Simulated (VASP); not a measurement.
# Be12Al in VASP: notebook

The runs below take Be12Al through single point, with PBEsol.

Everything below comes from runs of VASP 6.6.1. Logs are shortened: lines on timing, memory, paths and dates and some standing lists are left out, and cuts for length are marked.

**1. The cell of the first run**

The cell holds a slab with vacuum, 13 atoms: a = 4.580 Å, b = 4.580 Å, c = 14.588 Å, α = 90.00°, β = 90.00°, γ = 60.00°.

**2. Single point, PBEsol**

File INCAR:

```
ALGO = Normal
EDIFF = 1E-6
ENCUT = 520
GGA = PS
ISIF = 2
ISMEAR = 0
LASPH = T
LCHARG = F
LREAL = F
LWAVE = F
NBANDS = 26
NELM = 80
PREC = Accurate
SIGMA = 0.05
```

File KPOINTS:

```
k-points
0
Gamma
  4 4 1
```

File POSCAR:

```
Be12Al
1.0
    4.5800000000      0.0000000000      0.0000000000
    2.2900000000      3.9663960000      0.0000000000
    0.0000000000      0.0000000000     14.5884300000
Be Al
12 1
Direct
    0.0000000000      0.0000000000      0.0685474722
    0.5000000000      0.0000000000      0.0685474722
    0.0000000000      0.5000000000      0.0685474722
    0.5000000000      0.5000000000      0.0685474722
   -0.1622412121      0.3316055684      0.1903017665
    0.3289871190      0.3322484694      0.1902212918
   -0.1658518767      0.8332836661      0.1921436371
    0.3320103881      0.8355875208      0.1892975461
    0.0002592741     -0.0003486793      0.3168786497
    0.4995580322      0.0008970360      0.3141603312
   -0.0021510327      0.5015880916      0.3173515587
    0.4995634986      0.4959507321      0.3059948192
    0.4725071860      0.6751996019      0.4598542132
```

Potentials or basis: VASP PAW PBE potentials, release 64 (Be, Al).

The run is started by

```console
$ cat potpaw_PBE.64/Be/POTCAR potpaw_PBE.64/Al/POTCAR > POTCAR
$ mpirun -np 1 vasp_std > vasp.out
```

OUTCAR:

```text
EDIFF = 1E-6
   ENCUT = 520
   GGA = PS
   ISIF = 2
   ISMEAR = 0
   LASPH = T
   LREAL = F
   NELM = 80
   PREC = Accurate

 ion  position               nearest neighbor table
   1  0.000  0.000  0.069-   8 2.20   5 2.21   7 2.23   3 2.29   3 2.29   4 2.29   4 2.29   2 2.29
                             2 2.29
   2  0.500  0.000  0.069-   8 2.20   6 2.21   7 2.24   4 2.29   3 2.29   4 2.29   3 2.29   1 2.29
                             1 2.29
   3  0.000  0.500  0.069-   6 2.20   5 2.21   7 2.24   1 2.29   1 2.29   2 2.29   2 2.29   4 2.29
                             4 2.29
   4  0.500  0.500  0.069-   8 2.21   5 2.22   6 2.23   2 2.29   1 2.29   2 2.29   1 2.29   3 2.29
                             3 2.29
   5  0.838  0.332  0.190-  12 2.16   3 2.21   1 2.21   4 2.22   6 2.25   8 2.27   9 2.27  11 2.27
                             7 2.29   7 2.29   8 2.31   6 2.33
   6  0.329  0.332  0.190-  12 2.15   3 2.20   2 2.21   4 2.23  10 2.24   5 2.25   8 2.27  11 2.27
                             7 2.28   7 2.30   8 2.31   5 2.33
   7  0.834  0.833  0.192-  10 2.22   1 2.23   3 2.24   2 2.24   9 2.25  11 2.25   6 2.28   8 2.29
                             5 2.29   5 2.29   8 2.29   6 2.30
   8  0.332  0.836  0.189-  12 2.17   1 2.20   2 2.20   4 2.21  10 2.25   5 2.27   6 2.27   9 2.28
                             7 2.29   7 2.29   6 2.31   5 2.31
   9  0.000  1.000  0.317-   7 2.25   5 2.27   8 2.28  11 2.29  12 2.29  10 2.29  10 2.29  11 2.29
                            12 2.30  13 2.83
  10  0.500  0.001  0.314-   7 2.22   6 2.24   8 2.25  12 2.27  11 2.28   9 2.29   9 2.29  11 2.30
                            12 2.32  13 2.63
  11  0.998  0.502  0.317-   7 2.25   5 2.27   6 2.27  10 2.28   9 2.29  12 2.29   9 2.29  10 2.30
                            12 2.30
  12  0.500  0.496  0.306-   6 2.15   5 2.16   8 2.17  10 2.27   9 2.29  11 2.29  11 2.30   9 2.30
                            10 2.32  13 2.37
  13  0.473  0.675  0.460-  12 2.37  10 2.63   9 2.83

  LATTYP: Found a hexagonal cell.
 ALAT       =     4.5799996975
 C/A-ratio  =     3.1852469353

  Lattice vectors:

 A1 = (  -2.2900000000,  -3.9663960000,   0.0000000000)
 A2 = (   4.5800000000,   0.0000000000,   0.0000000000)
 A3 = (   0.0000000000,   0.0000000000,  14.5884300000)

Analysis of symmetry for initial positions (statically):
=====================================================================
 Subroutine PRICEL returns:
 Original cell was already a primitive cell.

 Routine SETGRP: Setting up the symmetry group for a
 hexagonal supercell.

 Subroutine GETGRP returns: Found  1 space group operations
 (whereof  1 operations were pure point group operations)
 out of a pool of 24 trial point group operations.

The static configuration has the point symmetry C_1 .

Analysis of symmetry for dynamics (positions and initial velocities):
=====================================================================
 Subroutine PRICEL returns:
 Original cell was already a primitive cell.

 Routine SETGRP: Setting up the symmetry group for a
 hexagonal supercell.

 Subroutine GETGRP returns: Found  1 space group operations
 (whereof  1 operations were pure point group operations)
 out of a pool of 24 trial point group operations.

The dynamic configuration has the point symmetry C_1 .

 Subroutine INISYM returns: Found  1 space group operations
 (whereof  1 operations are pure point group operations),
 and found     1 'primitive' translations

----------------------------------------------------------------------------------------

                                     Primitive cell

  volume of cell :     265.0148

  direct lattice vectors                    reciprocal lattice vectors
     4.580000000  0.000000000  0.000000000     0.218340611 -0.126059022  0.000000000
     2.290000000  3.966396000  0.000000000     0.000000000  0.252118044  0.000000000
     0.000000000  0.000000000 14.588430000     0.000000000  0.000000000  0.068547472

  length of vectors
     4.580000000  4.579999697 14.588430000     0.252118027  0.252118044  0.068547472

  position of ions in fractional coordinates (direct lattice)
     0.000000000  0.000000000  0.068547472
     0.500000000  0.000000000  0.068547472
     1.000000000  0.500000000  0.068547472
     0.500000000  0.500000000  0.068547472
     0.837758788  0.331605568  0.190301766
     0.328987119  0.332248469  0.190221292
     0.834148123  0.833283666  0.192143637
     0.332010388  0.835587521  0.189297546
     0.000259274  0.999651321  0.316878650
     0.499558032  0.000897036  0.314160331
     0.997848967  0.501588092  0.317351559
     0.499563499  0.495950732  0.305994819
     0.472507186  0.675199602  0.459854213

  ion indices of the primitive-cell ions
   primitive index   ion index
                 1           1
                 2           2
                 3           3
                 4           4
                 5           5
                 6           6
                 7           7
                 8           8
                 9           9
                10          10
                11          11
                12          12
                13          13

----------------------------------------------------------------------------------------

 KPOINTS: k-points

Automatic generation of k-mesh.
 Grid dimensions read from file:
 generate k-points for:    4    4    1

 Generating k-lattice:

  Cartesian coordinates                     Fractional coordinates (reciprocal lattice)
     0.054585153 -0.031514755  0.000000000     0.250000000 -0.000000000  0.000000000
     0.000000000  0.063029511  0.000000000     0.000000000  0.250000000  0.000000000
     0.000000000  0.000000000  0.068547472     0.000000000  0.000000000  1.000000000

  Length of vectors
     0.063029507  0.063029511  0.068547472

  Shift w.r.t. Gamma in fractional coordinates (k-lattice)
     0.000000000  0.000000000  0.000000000

 Subroutine IBZKPT returns following result:
 ===========================================

 Found     10 irreducible k-points:

 Following reciprocal coordinates:
            Coordinates               Weight
  0.000000  0.000000  0.000000      1.000000
  0.250000  0.000000  0.000000      2.000000
  0.250000  0.250000  0.000000      2.000000
  0.000000  0.250000  0.000000      2.000000
  0.500000  0.000000  0.000000      1.000000
  0.500000  0.500000  0.000000      1.000000
  0.000000  0.500000  0.000000      1.000000
  0.500000  0.250000  0.000000      2.000000
  0.250000  0.500000  0.000000      2.000000
 -0.250000  0.250000  0.000000      2.000000
   k-points           NKPTS =     10   k-points in BZ     NKDIM =     10   number of bands    NBANDS=     26
   number of dos      NEDOS =    301   number of ions     NIONS =     13
   total plane-waves  NPLWV = 139968
   dimension x,y,z NGX =    36 NGY =   36 NGZ =  108
   dimension x,y,z NGXF=    72 NGYF=   72 NGZF=  216
   ions per type =              12   1
   NGX,Y,Z   is equivalent  to a cutoff of  13.07, 13.07, 12.31 a.u.
   NGXF,Y,Z  is equivalent  to a cutoff of  26.13, 26.13, 24.61 a.u.
 SYSTEM =  unknown system
   PREC   = accura    normal or accurate (medium, high low for compatibility)
   ISTART =      0    job   : 0-new  1-cont  2-samecut
   ICHARG =      2    charge: 1-file 2-atom 10-const
   ISPIN  =      1    spin polarized calculation?
   LNONCOLLINEAR =      F non collinear calculations
   LSORBIT =      F    spin-orbit coupling
   LASPH  =      T    aspherical Exc in radial PAW
   ENCUT  =  520.0 eV  38.22 Ry    6.18 a.u.   8.52  8.52 27.12*2*pi/ulx,y,z
   NELM   =     80;   NELMIN=  2; NELMDL= -5     # of ELM steps
   EDIFF  = 0.1E-05   stopping-criterion for ELM
   LREAL  =      F    real-space projection
   EDIFFG = 0.1E-04   stopping-criterion for IOM
   NSW    =      0    number of steps for IOM
   IBRION =     -1    ionic relax: 0-MD 1-quasi-New 2-CG
   NFREE  =      0    steps in history (QN), initial steepest desc. (CG)
   ISIF   =      2    stress and relaxation
   ISYM   =      2    0-nonsym 1-usesym 2-fastsym
   POTIM  = 0.5000    time-step for ionic-motion
   TEBEG  =    0.0;   TEEND  =   0.0 temperature during run
   PSTRESS=    0.0 pullay stress
   NELECT =      27.0000    total number of electrons
   NUPDOWN=      -1.0000    fix difference up-down
   EMIN   =  10.00;   EMAX   =-10.00  energy-range for DOS
   EFERMI =   0.00;   METHOD = LEGACY
   ISMEAR =     0;   SIGMA  =   0.05  broadening in eV -4-tet -1-fermi 0-gaus
   EFERMI_NEDOS =   21; number of points for ismear=-14 and -15
   IALGO  =     38    algorithm
   IMIX   =      4    mixing-type and parameters
     AMIX     =   0.40;   BMIX     =  1.00
     AMIX_MAG =   1.60;   BMIX_MAG =  1.00
  volume/ion in A,a.u.               =      20.39       137.57
  Fermi-wavevector in a.u.,A,eV,Ry     =   0.764609  1.444901  7.954331  0.584627
  Thomas-Fermi vector in A             =   1.864548
   LORBIT       =      0    0 simple, 1 ext, 2 COOP (PROOUT), +10 PAW based schemes
   GGA     = PS    functional components
   LHFCALC =     F    Hartree Fock is set to
   AEXX    =    0.0000 exact exchange contribution
   IVDW    =     0    specifies the selected vdW correction
   LEPSILON=     F    determine dielectric tensor
   LRPA    =     F    only Hartree local field effects (RPA)
 non-spin polarized calculation
 Gauss-broadening in eV      SIGMA  =   0.05
  energy-cutoff  :      520.00
  volume of cell :      265.01
 maximum number of plane-waves:      7153
 NGX is ok and might be reduce to    36
   NGX = 17   NGY = 17   NGZ = 55

 number of electron      27.0000000 magnetization

 Free energy of the ion-electron system (eV)
  ---------------------------------------------------
  ext. energy  EPLUGINS =         0.00000000
  ---------------------------------------------------
  free energy    TOTEN  =       -47.02782340 eV

  energy without entropy =      -47.01801765  energy(sigma->0) =      -47.02292052

 E-fermi :   0.0264     XC(G=0):  -6.1162

 val. band max:        0.0142251234   @ k =   0.5000   0.2500   0.0000
 cond. band min:       0.1047849881   @ k =   0.5000   0.0000   0.0000
 fundamental gap:      0.0905598647
 Fermi energy:         0.0263608788

 k-point     1 :       0.0000    0.0000    0.0000
  band No.  band energies     occupation
      1      -9.6713      2.00000
      2      -7.6805      2.00000
      3      -5.4360      2.00000
      4      -3.5193      2.00000
      5      -3.5073      2.00000
      6      -3.4967      2.00000
[... 17 lines left out ...]
     24       4.4819      0.00000
     25       4.7911      0.00000

 k-point     2 :       0.2500    0.0000    0.0000
  band No.  band energies     occupation
      1      -9.2277      2.00000
      2      -7.2344      2.00000
      3      -5.7352      2.00000
      4      -5.0313      2.00000
      5      -4.0298      2.00000
      6      -4.0162      2.00000
[... 17 lines left out ...]
     24       4.9671      0.00000
     25       5.0090      0.00000

 k-point     3 :       0.2500    0.2500    0.0000
  band No.  band energies     occupation
      1      -9.2280      2.00000
      2      -7.2360      2.00000
      3      -5.7470      2.00000
      4      -5.0040      2.00000
      5      -4.0435      2.00000
      6      -4.0193      2.00000
[... 160 lines left out ...]
 k-point     9 :       0.2500    0.5000    0.0000
  band No.  band energies     occupation
      1      -8.3430      2.00000
      2      -6.6674      2.00000
      3      -6.5244      2.00000
      4      -6.3143      2.00000
      5      -4.8416      2.00000
      6      -4.4033      2.00000
[... 17 lines left out ...]
     24       5.6403      0.00000
     25       5.9435      0.00000

 k-point    10 :      -0.2500    0.2500    0.0000
  band No.  band energies     occupation
      1      -8.3421      2.00000
      2      -6.6626      2.00000
      3      -6.5277      2.00000
      4      -6.3118      2.00000
      5      -4.8684      2.00000
      6      -4.3783      2.00000
[... 17 lines left out ...]
     24       5.6081      0.00000
     25       5.9741      0.00000
 [bands above 25 left out]

------------------------ aborting loop because EDIFF is reached ----------------------------------------

  FORCE on cell =-STRESS in cart. coord.  units (eV):
  Direction    XX          YY          ZZ          XY          YZ          ZX
  --------------------------------------------------------------------------------------
  -------------------------------------------------------------------------------------
  Total       -9.1554553     -8.8930267      0.2397636      0.1990945      0.0968472      0.1053177
  in kB      -55.3503565    -53.7638145      1.4495186      1.2036488      0.5855010      0.6367101
  external PRESSURE =     -35.8882174 kB  Pullay stress =       0.0000000 kB

 VOLUME and BASIS-vectors are now :
 -----------------------------------------------------------------------------
  energy-cutoff  :      520.00
  volume of cell :      265.01
      direct lattice vectors                 reciprocal lattice vectors
     4.580000000  0.000000000  0.000000000     0.218340611 -0.126059022  0.000000000
     2.290000000  3.966396000  0.000000000     0.000000000  0.252118044  0.000000000
     0.000000000  0.000000000 14.588430000     0.000000000  0.000000000  0.068547472

 POSITION                                       TOTAL-FORCE (eV/Angst)
 -----------------------------------------------------------------------------------
      0.00000      0.00000      1.00000        -0.083764      0.021302     -0.006563
      2.29000      0.00000      1.00000         0.083967      0.050525      0.001240
      1.14500      1.98320      1.00000         0.018457      0.020358      0.033214
      3.43500      1.98320      1.00000        -0.031607     -0.095312     -0.073455
      4.59631      1.31528      2.77620         0.000560     -0.004653     -0.010486
      2.26761      1.31783      2.77503        -0.001670     -0.003988     -0.015773
      5.72862      3.30513      2.80307        -0.000218     -0.007580      0.002382
      3.43410      3.31427      2.76155        -0.003266      0.001389     -0.000953
      2.29039      3.96501      4.62276         0.018078     -0.000411      0.014052
      2.29003      0.00356      4.58311        -0.010312      0.002650      0.004505
      5.71878      1.98950      4.62966        -0.007751      0.016083      0.030286
      3.42373      1.96714      4.46398        -0.005784     -0.026342     -0.003706
      3.71029      2.67811      6.70855         0.023310      0.025981      0.025257
 -----------------------------------------------------------------------------------
    total drift:                               -0.000002      0.000004      0.000077

  FREE ENERGIE OF THE ION-ELECTRON SYSTEM (eV)
  ---------------------------------------------------
  free  energy   TOTEN  =       -47.0278233998 eV

  energy  without entropy=      -47.0180176482  energy(sigma->0) =      -47.02292052
```

It took 80 s on 1 thread of Intel Xeon 6975P-C, shared host; peak memory 0.38 GiB.

What came out:

- Free energy: -47.0278 eV
- Largest force: 0.124 eV/Å

Forces in eV/Å, atoms in the order of the input:
```
Be  -0.084  0.021 -0.007
Be   0.084  0.051  0.001
Be   0.018  0.020  0.033
Be  -0.032 -0.095 -0.073
Be   0.001 -0.005 -0.010
Be  -0.002 -0.004 -0.016
Be   0.000 -0.008  0.002
Be  -0.003  0.001 -0.001
Be   0.018  0.000  0.014
Be  -0.010  0.003  0.005
Be  -0.008  0.016  0.030
Be  -0.006 -0.026 -0.004
Al   0.023  0.026  0.025
```

Caveat: the k points lie up to 0.40 Å⁻¹ apart; the PAW data sets were made with another functional, which shifts forces and pressure a little.

**3. Single point, PBEsol**

File INCAR:

```
  ALGO = Normal
  EDIFF = 1E-6
  ENCUT = 520
  GGA = PS
  ISIF = 2
  ISMEAR = 0
  LASPH = True
  LCHARG = True
  LELF = True
  LREAL = False
  LVHAR = True
  LWAVE = False
  NBANDS = 26
  NELM = 100
  PREC = Accurate
  SIGMA = 0.05
```

KPOINTS is that of step 2.

File POSCAR:

```
Be12Al
1.0
    4.5800000000      0.0000000000      0.0000000000
    2.2900000000      3.9663960000      0.0000000000
    0.0000000000      0.0000000000     14.5884300000
Be Al
12 1
Direct
    0.0000000000      0.0000000000      0.0685474722
    0.5000000000      0.0000000000      0.0685474722
    0.0000000000      0.5000000000      0.0685474722
    0.5000000000      0.5000000000      0.0685474722
   -0.1643608575      0.3316592695      0.1903905355
    0.3300892848      0.3329087665      0.1902441181
   -0.1654011031      0.8337349574      0.1914030502
    0.3321282956      0.8346927538      0.1897261049
    0.0001809776     -0.0001772390      0.3187930435
    0.4987393549      0.0022156134      0.3121201528
   -0.0016453922      0.5007558499      0.3151261650
    0.4971854524      0.4966937240      0.3079211402
    0.5756513658      0.6695042552      0.4586159032
```

Potentials or basis: VASP PAW PBE potentials, release 64 (Be, Al).

The run is started by

```console
$ cat potpaw_PBE.64/Be/POTCAR potpaw_PBE.64/Al/POTCAR > POTCAR
$ mpirun -np 1 vasp_std > vasp.out
```

Run time: 89 s. Hardware: 1 thread of Intel Xeon 6975P-C, shared host; peak memory 0.38 GiB.

Results (log left out):

```yaml
Free_energy: -47.0412 eV
Largest_force: 0.101 eV/Å
```

Forces in eV/Å, atoms in the order of the input:
```
Be  -0.052  0.004 -0.030
Be   0.048  0.065 -0.001
Be   0.041 -0.001  0.016
Be  -0.061 -0.069 -0.041
Be   0.002 -0.005 -0.002
Be  -0.001 -0.003 -0.010
Be   0.001 -0.003  0.002
Be  -0.007  0.005  0.001
Be   0.011 -0.001  0.010
Be  -0.004  0.003  0.005
Be  -0.005  0.003  0.016
Be  -0.004 -0.005  0.017
Al   0.030  0.006  0.016
```

Levels at points of the mesh, in eV from the Fermi level:
| k point | band 12 | band 13 | band 14 | band 15 | band 16 | band 17 |
| --- | --- | --- | --- | --- | --- | --- |
| (0.00, 0.00, 0.00) | -1.78 | -1.76 | -0.92 | 1.64 | 2.20 | 2.29 |
| (0.50, 0.00, 0.00) | -0.38 | 0.03 | 0.32 | 0.56 | 2.44 | 2.47 |
| (0.50, 0.50, 0.00) | -0.36 | 0.07 | 0.28 | 0.58 | 2.40 | 2.51 |
| (0.00, 0.50, 0.00) | -0.36 | 0.05 | 0.29 | 0.58 | 2.41 | 2.48 |

Caveat: the k points lie up to 0.40 Å⁻¹ apart; the PAW data sets were made with another functional, which shifts forces and pressure a little.
